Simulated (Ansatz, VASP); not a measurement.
Li5Cl3: VASP beside Ansatz

Contents of INCAR:

```
PREC     = Accurate       # precision mode
ENCUT    = 600            # plane-wave cutoff, eV
EDIFF    = 1E-6           # SCF threshold, eV
ISMEAR   = 0              # smearing method
SIGMA    = 0.1            # smearing width, eV
LREAL    = False          # projectors in reciprocal space
LASPH    = True           # aspherical terms in the spheres
NELM     = 60             # most SCF steps
ALGO     = Normal         # electronic algorithm
ISIF     = 3              # what is computed and relaxed
LWAVE    = False          # write WAVECAR
LCHARG   = False          # write CHGCAR
GGA      = PE             # functional
IBRION   = 2              # ionic algorithm
NSW      = 100            # ionic steps
EDIFFG   = -0.01          # ionic threshold
```

Contents of KPOINTS:

```
Automatic mesh
0
Gamma
  8 8 8
```

POSCAR

```
Li5Cl3
1.0
   -3.3734515088      3.3734515088      3.3734515088
    3.3734515088     -3.3734515088      3.3734515088
    3.3734515088      3.3734515088     -3.3734515088
Li Cl
5 3
Direct
    0.5000000000      0.5000000000      0.5000000000
    0.0000000000      0.0000000000      0.5000000000
    0.0000000000      0.5000000000      0.0000000000
    0.5000000000      0.0000000000      0.0000000000
    0.0000000000      0.0000000000      0.0000000000
    0.0000000000      0.5000000000      0.5000000000
    0.5000000000      0.0000000000      0.5000000000
    0.5000000000      0.5000000000      0.0000000000
```

Input for Ansatz:

```yaml
crystal:
  lattice:
    - [-3.3734515088, 3.3734515088, 3.3734515088]
    - [3.3734515088, -3.3734515088, 3.3734515088]
    - [3.3734515088, 3.3734515088, -3.3734515088]
  atoms:
    - { symbol: Li, position: [0.5, 0.5, 0.5] }
    - { symbol: Li, position: [0.0, 0.0, 0.5] }
    - { symbol: Li, position: [0.0, 0.5, 0.0] }
    - { symbol: Li, position: [0.5, 0.0, 0.0] }
    - { symbol: Li, position: [0.0, 0.0, 0.0] }
    - { symbol: Cl, position: [0.0, 0.5, 0.5] }
    - { symbol: Cl, position: [0.5, 0.0, 0.5] }
    - { symbol: Cl, position: [0.5, 0.5, 0.0] }
basis:
  ecutwfc: 420
kpoints:
  mp_grid: { grid: [8, 8, 8] }
hamiltonian:
  xc: pbe
scf:
  occupations: { method: gaussian, width: 0.1 }
output:
  forces: true
  stress: true
  eigenvalues: true
  write_density: true
  write_potential: true
  elf: true
  volumetric_format: npy
relax:
  adjacent_minimum: "off"
  f_tol: 0.01
  max_steps: 80
  cell: { stress_tol: 0.05 }
```

Alike in both runs: task relaxation of cell and atoms; functional PBE; k mesh 8 × 8 × 8; occupations gaussian, width 0.1 eV; no spin polarisation.

|  | VASP | Ansatz |
| --- | --- | --- |
| version | VASP 6.6.1 | Ansatz 0.2.0 |
| potentials or method | VASP PAW PBE potentials, release 64 (Li_sv, Cl), cutoff 600 eV | scalar-relativistic, plane waves, PAW |
| valence electrons in the cell | 36 | 36 |

VASP gave:

- gap on the k mesh at the Fermi level, each at its own relaxed structure (eV): none
- relaxed volume (Å³/atom): 18.95
- relaxed length of the cell vector where the two differ most in proportion (Å): 5.818

Question: What did Ansatz give for the same quantities?

Answer: gap on the k mesh at the Fermi level, each at its own relaxed structure (eV): none; relaxed volume (Å³/atom): 19.04; relaxed length of the cell vector where the two differ most in proportion (Å): 5.827.

A gap of «none» marks a metal or a gap that the smearing closes.

Noted on VASP's run: the cutoff is under 1.25 times that of the potentials, so the pressure is a little rough.
